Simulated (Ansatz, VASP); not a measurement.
**One calculation of Pd, two programs**

File INCAR:

```
PREC = Accurate ; ENCUT = 520
EDIFF = 1E-6 ; ISMEAR = -1
SIGMA = 0.05 ; LREAL = False
LASPH = True ; NELM = 100
ALGO = Normal ; ISIF = 2
LWAVE = False ; LCHARG = True
LDIPOL = True ; IDIPOL = 3
DIPOL = 0.5 0.5 0.500 ; GGA = PE
LELF = True ; LVHAR = True
LVACPOTAV = True ; NBANDS = 33
```

Contents of KPOINTS:

```
Automatic mesh
0
Gamma
  11 11 1
```

The input POSCAR:

```
Pd
1.0
    2.7505039575      0.0000000000      0.0000000000
   -1.3752519787      2.3820063004      0.0000000000
    0.0000000000      0.0000000000     23.9831083084
Pd
5
Direct
    0.6666666667      0.3333333333      0.3127200988
    0.3333333333      0.6666666667      0.4063600494
    0.0000000000      0.0000000000      0.5000000000
    0.6666666667      0.3333333333      0.5936399506
    0.3333333333      0.6666666667      0.6872799012
```

The input input.yaml:

```yaml
crystal:
  lattice:
    - [2.7505039575, 0.0, 0.0]
    - [-1.3752519787, 2.3820063004, 0.0]
    - [0.0, 0.0, 23.9831083084]
  atoms:
    - { symbol: Pd, position: [0.6666666667, 0.3333333333, 0.3127200988] }
    - { symbol: Pd, position: [0.3333333333, 0.6666666667, 0.4063600494] }
    - { symbol: Pd, position: [0.0, 0.0, 0.5] }
    - { symbol: Pd, position: [0.6666666667, 0.3333333333, 0.5936399506] }
    - { symbol: Pd, position: [0.3333333333, 0.6666666667, 0.6872799012] }
hamiltonian:
  xc: pbe
  pseudopotentials: { kind: paw }
kpoints:
  mp_grid: { grid: [11, 11, 1] }
scf:
  occupations: { method: fermi_dirac, width: 0.05 }
output:
  forces: true
  eigenvalues: true
efield:
  axis: 3
  dipole_correction: true
  ramp_width: 0.04
```

Alike in both runs: task single point; functional PBE; k mesh 11 × 11 × 1; occupations fermi-dirac, width 0.05 eV; no spin polarisation.

```csv
,VASP,Ansatz
version,VASP 6.6.1,Ansatz 0.2.0
potentials or method,"VASP PAW PBE potentials, release 64 (Pd)",Ansatz PAW
plane-wave cutoff (eV),520,420
valence electrons in the cell,50,90
```

|  | VASP | Ansatz | Ansatz less VASP |
| --- | --- | --- | --- |
| gap on the k mesh at the Fermi level (eV) | none | none | - |
| rms of the force components (eV/Å) | 0.127 | 0.133 | +0.0060 |
| work function, face that differs most (eV) | 5.18 | 5.18 | +0.001 |

Atom by atom the forces differ by 0.006 eV/Å (rms over components). A gap of «none» marks a metal or a gap that the smearing closes. The functional is the same, so the differences come from potentials, cutoffs and numerics. VASP's potentials hold 50 valence electrons a cell and Ansatz's 90, so a difference there can come from the potentials and not from the codes.
